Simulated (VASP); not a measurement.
Set up this calculation in VASP 6.6.1, as the native input.

- Task: single point
- Functional: PBEsol
- Potentials or basis: VASP PAW PBE potentials, release 64 (Sn_d)
- Cutoff: 520 eV
- k mesh: 10 × 10 × 10
- Occupations: fermi-dirac, width 0.1 eV
- Spin: no spin polarisation
- Dipole correction: no
- Further INCAR settings: ALGO = Normal; EDIFF = 1e-06; NBANDS = 21

The structure of Sn lies in POSCAR:

```
Sn
1.0
    0.0000000000      2.4101422642      2.4101422642
    2.4101422642      0.0000000000      2.4101422642
    2.4101422642      2.4101422642      0.0000000000
Sn
2
Direct
   -0.1250000000     -0.1250000000     -0.1250000000
    0.1250000000      0.1250000000      0.1250000000
```

This isn't the form of Sn at room conditions, which is tetragonal (white tin).

These files were run (other wordings do the same):

INCAR

```
ALGO = Normal
EDIFF = 1E-6
ENCUT = 520
GGA = PS
ISIF = 2
ISMEAR = -1
LASPH = True
LCHARG = False
LREAL = False
LWAVE = False
NBANDS = 21
NELM = 100
PREC = Accurate
SIGMA = 0.1
```

KPOINTS

```
k-points
0
Gamma
  10 10 10
```

Potentials or basis: VASP PAW PBE potentials, release 64 (Sn_d).

The run is started by

```console
$ cat potpaw_PBE.64/Sn_d/POTCAR > POTCAR
$ mpirun -np 1 vasp_std > vasp.out
```

It gave:

```yaml
Pressure: 326.6 GPa
Band_gap_on_the_k_mesh: zero (bands 14 and 15 overlap by 2.26 eV)
```

Caveat: the cell stands under pressure; the PAW data sets were made with another functional, which shifts forces and pressure a little; spin-orbit coupling is left out, which moves the levels of the heavy elements.

Run time: 48 s on 1 thread of Intel Xeon 8259CL, with other jobs on the host, peak memory 0.17 GiB.
